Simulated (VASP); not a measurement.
# AgRuSe2 (R-3m) in VASP: single point with PBE

Aim: the single point of AgRuSe2 with PBE.

Program: VASP 6.6.1. These are calculated values, not measurements. Logs are shortened: lines on timing, memory, paths and dates and some standing lists are left out, and cuts for length are marked.

## (1) The cell of the first run

The structure is trigonal, space group R-3m (No. 166). Conventional cell: a = 3.937 Å, b = 3.937 Å, c = 21.441 Å, α = 90.00°, β = 90.00°, γ = 120.00°. Within 4.1 Å of Ag (site symmetry -3m) lie 6 Se at 3.13 Å and 6 Ag at 3.94 Å. Within 3.5 Å of Ru (site symmetry -3m) lie 6 Se at 2.68 Å. Se (site symmetry 3m) has 3 Ru at 2.68 Å and 3 Ag at 3.13 Å within 3.5 Å.

## (2) Single point, PBE, collinear spin, ferromagnetic start

File INCAR:

```
  PREC = Accurate
  ENCUT = 520
  EDIFF = 1E-6
  ISMEAR = 0
  SIGMA = 0.05
  LREAL = False
  LASPH = True
  NELM = 150
  ALGO = Normal
  ISIF = 2
  LWAVE = False
  LCHARG = False
  ISPIN = 2
  MAGMOM = 0 5 0 0
  LORBIT = 11
  LMAXMIX = 4
  GGA = PE
  NBANDS = 30
```

File KPOINTS:

```
Automatic mesh
0
Gamma
  6 6 6
```

File POSCAR:

```
AgRuSe2
1.0
    1.9686596300      1.1366061600      7.1469856800
   -1.9686596300      1.1366061600      7.1469856800
    0.0000000000     -2.2732123300      7.1469856800
Ag Ru Se
1 1 2
Direct
    0.5000000000      0.5000000000      0.5000000000
    0.0000000000      0.0000000000      0.0000000000
    0.2667000000      0.2667000000      0.2667000000
    0.7333000000      0.7333000000      0.7333000000
```

Potentials or basis: VASP PAW PBE potentials, release 64 (Ag, Ru_pv, Se).

On the command line:

```console
cat potpaw_PBE.64/Ag/POTCAR potpaw_PBE.64/Ru_pv/POTCAR potpaw_PBE.64/Se/POTCAR > POTCAR
mpirun -np 1 vasp_std > vasp.out
```

OUTCAR:

```text
PREC = Accurate
   ENCUT = 520
   EDIFF = 1E-6
   ISMEAR = 0
   LREAL = False
   LASPH = True
   NELM = 150
   ISIF = 2
   ISPIN = 2
   LORBIT = 11
   GGA = PE

 ion  position               nearest neighbor table
   1  0.500  0.500  0.500-   3 3.13   4 3.13   3 3.13   3 3.13   4 3.13   4 3.13
   2  0.000  0.000  0.000-   4 2.68   3 2.68   4 2.68   4 2.68   3 2.68   3 2.68
   3  0.267  0.267  0.267-   2 2.68   2 2.68   2 2.68   1 3.13   1 3.13   1 3.13
   4  0.733  0.733  0.733-   2 2.68   2 2.68   2 2.68   1 3.13   1 3.13   1 3.13

  LATTYP: Found a trigonal (rhomboedric) cell.
 ALAT       =     7.4997932379
 COS(alpha) =     0.8621925541

  Lattice vectors:

 A1 = (   1.9686596300,   1.1366061600,   7.1469856800)
 A2 = (  -1.9686596300,   1.1366061600,   7.1469856800)
 A3 = (   0.0000000000,  -2.2732123300,   7.1469856800)

Analysis of symmetry for initial positions (statically):
=====================================================================
 Subroutine PRICEL returns:
 Original cell was already a primitive cell.

 Routine SETGRP: Setting up the symmetry group for a
 trigonal (rhombohedral) supercell.

 Subroutine GETGRP returns: Found 12 space group operations
 (whereof 12 operations were pure point group operations)
 out of a pool of 12 trial point group operations.

The static configuration has the point symmetry D_3d.

Analysis of symmetry for dynamics (positions and initial velocities):
=====================================================================
 Subroutine PRICEL returns:
 Original cell was already a primitive cell.

 Routine SETGRP: Setting up the symmetry group for a
 trigonal (rhombohedral) supercell.

 Subroutine GETGRP returns: Found 12 space group operations
 (whereof 12 operations were pure point group operations)
 out of a pool of 12 trial point group operations.

The dynamic configuration has the point symmetry D_3d.

Analysis of structural, dynamic, and magnetic symmetry:
=====================================================================
 Subroutine PRICEL returns:
 Original cell was already a primitive cell.

 Routine SETGRP: Setting up the symmetry group for a
 trigonal (rhombohedral) supercell.

 Subroutine GETGRP returns: Found 12 space group operations
 (whereof 12 operations were pure point group operations)
 out of a pool of 12 trial point group operations.

The overall configuration has the point symmetry D_3d.

 Subroutine INISYM returns: Found 12 space group operations
 (whereof 12 operations are pure point group operations),
 and found     1 'primitive' translations

----------------------------------------------------------------------------------------

                                     Primitive cell

  volume of cell :      95.9522

  direct lattice vectors                    reciprocal lattice vectors
     1.968659630  1.136606160  7.146985680     0.253979912  0.146635371  0.046639709
    -1.968659630  1.136606160  7.146985680    -0.253979912  0.146635371  0.046639709
     0.000000000 -2.273212330  7.146985680     0.000000000 -0.293270742  0.046639709

  length of vectors
     7.499793238  7.499793238  7.499793238     0.296956210  0.296956210  0.296956210

  position of ions in fractional coordinates (direct lattice)
     0.500000000  0.500000000  0.500000000
     0.000000000  0.000000000  0.000000000
     0.266700000  0.266700000  0.266700000
     0.733300000  0.733300000  0.733300000

  ion indices of the primitive-cell ions
   primitive index   ion index
                 1           1
                 2           2
                 3           3
                 4           4

----------------------------------------------------------------------------------------

 KPOINTS: Automatic mesh

Automatic generation of k-mesh.
 Grid dimensions read from file:
 generate k-points for:    6    6    6

 Generating k-lattice:

  Cartesian coordinates                     Fractional coordinates (reciprocal lattice)
     0.042329985  0.024439229  0.007773285     0.166666667  0.000000000  0.000000000
    -0.042329985  0.024439229  0.007773285     0.000000000  0.166666667  0.000000000
     0.000000000 -0.048878457  0.007773285     0.000000000  0.000000000  0.166666667

  Length of vectors
     0.049492702  0.049492702  0.049492702

  Shift w.r.t. Gamma in fractional coordinates (k-lattice)
     0.000000000  0.000000000  0.000000000

 Subroutine IBZKPT returns following result:
 ===========================================

 Found     32 irreducible k-points:

 Following reciprocal coordinates:
            Coordinates               Weight
  0.000000  0.000000  0.000000      1.000000
  0.166667 -0.000000 -0.000000      6.000000
  0.333333  0.000000 -0.000000      6.000000
  0.500000  0.000000 -0.000000      3.000000
  0.166667  0.166667 -0.000000      6.000000
  0.333333  0.166667 -0.000000     12.000000
[... 16 lines left out ...]
  0.500000  0.500000  0.166667      6.000000
 -0.333333  0.500000  0.166667     12.000000
 [... further k-points ...]
   k-points           NKPTS =     32   k-points in BZ     NKDIM =     32   number of bands    NBANDS=     30
   number of dos      NEDOS =    301   number of ions     NIONS =      4
   total plane-waves  NPLWV = 175616
   dimension x,y,z NGX =    56 NGY =   56 NGZ =   56
   dimension x,y,z NGXF=   112 NGYF=  112 NGZF=  112
   ions per type =               1   1   2
   NGX,Y,Z   is equivalent  to a cutoff of  12.41, 12.41, 12.41 a.u.
   NGXF,Y,Z  is equivalent  to a cutoff of  24.83, 24.83, 24.83 a.u.
 SYSTEM =  unknown system
   PREC   = accura    normal or accurate (medium, high low for compatibility)
   ISTART =      0    job   : 0-new  1-cont  2-samecut
   ICHARG =      2    charge: 1-file 2-atom 10-const
   ISPIN  =      2    spin polarized calculation?
   LNONCOLLINEAR =      F non collinear calculations
   LSORBIT =      F    spin-orbit coupling
   LASPH  =      T    aspherical Exc in radial PAW
   ENCUT  =  520.0 eV  38.22 Ry    6.18 a.u.  13.94 13.94 13.94*2*pi/ulx,y,z
   NELM   =    150;   NELMIN=  2; NELMDL= -5     # of ELM steps
   EDIFF  = 0.1E-05   stopping-criterion for ELM
   LREAL  =      F    real-space projection
   EDIFFG = 0.1E-04   stopping-criterion for IOM
   NSW    =      0    number of steps for IOM
   IBRION =     -1    ionic relax: 0-MD 1-quasi-New 2-CG
   NFREE  =      0    steps in history (QN), initial steepest desc. (CG)
   ISIF   =      2    stress and relaxation
   ISYM   =      2    0-nonsym 1-usesym 2-fastsym
   POTIM  = 0.5000    time-step for ionic-motion
   TEBEG  =    0.0;   TEEND  =   0.0 temperature during run
   PSTRESS=    0.0 pullay stress
   NELECT =      37.0000    total number of electrons
   NUPDOWN=      -1.0000    fix difference up-down
   EMIN   =  10.00;   EMAX   =-10.00  energy-range for DOS
   EFERMI =   0.00;   METHOD = LEGACY
   ISMEAR =     0;   SIGMA  =   0.05  broadening in eV -4-tet -1-fermi 0-gaus
   EFERMI_NEDOS =   21; number of points for ismear=-14 and -15
   IALGO  =     38    algorithm
   IMIX   =      4    mixing-type and parameters
     AMIX     =   0.40;   BMIX     =  1.00
     AMIX_MAG =   1.60;   BMIX_MAG =  1.00
  volume/ion in A,a.u.               =      23.99       161.88
  Fermi-wavevector in a.u.,A,eV,Ry     =   1.191582  2.251763 19.318461  1.419867
  Thomas-Fermi vector in A             =   2.327640
   LORBIT       =     11    0 simple, 1 ext, 2 COOP (PROOUT), +10 PAW based schemes
   GGA     = PE    functional components
   LHFCALC =     F    Hartree Fock is set to
   AEXX    =    0.0000 exact exchange contribution
   IVDW    =     0    specifies the selected vdW correction
   LEPSILON=     F    determine dielectric tensor
   LRPA    =     F    only Hartree local field effects (RPA)
 spin polarized calculation
 Gauss-broadening in eV      SIGMA  =   0.05
  energy-cutoff  :      520.00
  volume of cell :       95.95
 maximum number of plane-waves:      2610
   NGX = 27   NGY = 27   NGZ = 27

 number of electron      37.0000002 magnetization       1.0008808

 Free energy of the ion-electron system (eV)
  ---------------------------------------------------
  ext. energy  EPLUGINS =         0.00000000
  ---------------------------------------------------
  free energy    TOTEN  =       -18.19195549 eV

  energy without entropy =      -18.18556413  energy(sigma->0) =      -18.18875981

 E-fermi :   4.1698     XC(G=0):  -9.9449

 val. band max:        4.1667055802   @ k =   0.5000   0.0000  -0.0000
 cond. band min:       4.1769815312   @ k =   0.5000   0.5000   0.5000
 fundamental gap:      0.0102759510
 Fermi energy:         4.1697551222

 spin component 1

 k-point     1 :       0.0000    0.0000    0.0000
  band No.  band energies     occupation
      1     -38.3197      1.00000
      2     -38.3197      1.00000
      3     -38.2770      1.00000
      4      -9.2424      1.00000
      5      -8.3164      1.00000
      6      -1.0080      1.00000
[... 781 lines left out ...]
     29      13.5974      0.00000
     30      15.3341      0.00000

 [... further k-points ...]

 spin component 2

 k-point     1 :       0.0000    0.0000    0.0000
  band No.  band energies     occupation
      1     -37.7229      1.00000
      2     -37.7229      1.00000
      3     -37.7100      1.00000
      4      -9.1763      1.00000
      5      -8.2543      1.00000
      6      -0.9086      1.00000
[... 781 lines left out ...]
     29      13.6731      0.00000
     30      15.3967      0.00000

 [... further k-points ...]

------------------------ aborting loop because EDIFF is reached ----------------------------------------

  FORCE on cell =-STRESS in cart. coord.  units (eV):
  Direction    XX          YY          ZZ          XY          YZ          ZX
  --------------------------------------------------------------------------------------
  -------------------------------------------------------------------------------------
  Total       -7.1858343     -7.1858342     -5.8057032      0.0000000      0.0000000     -0.0000000
  in kB     -119.9866626   -119.9866617    -96.9416953      0.0000000      0.0000000     -0.0000000
  external PRESSURE =    -112.3050065 kB  Pullay stress =       0.0000000 kB

 VOLUME and BASIS-vectors are now :
 -----------------------------------------------------------------------------
  energy-cutoff  :      520.00
  volume of cell :       95.95
      direct lattice vectors                 reciprocal lattice vectors
     1.968659630  1.136606160  7.146985680     0.253979912  0.146635371  0.046639709
    -1.968659630  1.136606160  7.146985680    -0.253979912  0.146635371  0.046639709
     0.000000000 -2.273212330  7.146985680     0.000000000 -0.293270742  0.046639709

 POSITION                                       TOTAL-FORCE (eV/Angst)
 -----------------------------------------------------------------------------------
      0.00000     -0.00000     10.72048         0.000000     -0.000000     -0.000000
      0.00000      0.00000      0.00000         0.000000      0.000000     -0.000000
      0.00000     -0.00000      5.71830         0.000000     -0.000000      0.877655
      0.00000     -0.00000     15.72265         0.000000      0.000000     -0.877655
 -----------------------------------------------------------------------------------
    total drift:                               -0.000000     -0.000000      0.000000

  FREE ENERGIE OF THE ION-ELECTRON SYSTEM (eV)
  ---------------------------------------------------
  free  energy   TOTEN  =       -18.1919554937 eV

  energy  without entropy=      -18.1855641255  energy(sigma->0) =      -18.18875981

 total charge

# of ion       s       p       d       tot
------------------------------------------
    1        0.243   0.091   9.309   9.643
    2        0.255   6.137   5.913  12.305
    3        1.464   2.218   0.036   3.718
    4        1.464   2.218   0.036   3.718
--------------------------------------------------
tot          3.426  10.664  15.294  29.384

 magnetization (x)

# of ion       s       p       d       tot
------------------------------------------
    1       -0.003   0.001   0.002   0.001
    2        0.007   0.012   0.782   0.801
    3        0.001   0.049   0.000   0.050
    4        0.001   0.049   0.000   0.050
--------------------------------------------------
tot          0.006   0.110   0.785   0.901
```

Run time: 8.4 min. Hardware: 1 thread of AMD EPYC 7R43 (Zen 3), shared host; peak memory 0.59 GiB.

Results:

```yaml
Free_energy: -18.1920 eV
Pressure: -11.2 GPa
Largest_force: 0.878 eV/Å
Band_gap_on_the_k_mesh: zero (filled and empty bands overlap)
Net_moment: 1.00 μB per cell
Site_moments: Ag +0.00; Ru +0.80; Se +0.05 μB
Valence_electrons_inside_the_program's_atomic_spheres: Ag 9.64; Ru 12.30; Se 3.72
```

Forces on the atoms (eV/Å):
```
Ag   0.000  0.000  0.000
Ru   0.000  0.000  0.000
Se   0.000  0.000  0.878
Se   0.000  0.000 -0.878
```

Stress tensor (GPa, compression positive):
```
-12.00   0.00   0.00
  0.00 -12.00   0.00
  0.00   0.00  -9.69
```

Caveat: the moment fell far below its start of 5 μB, so a state of higher moment may lie lower in energy.
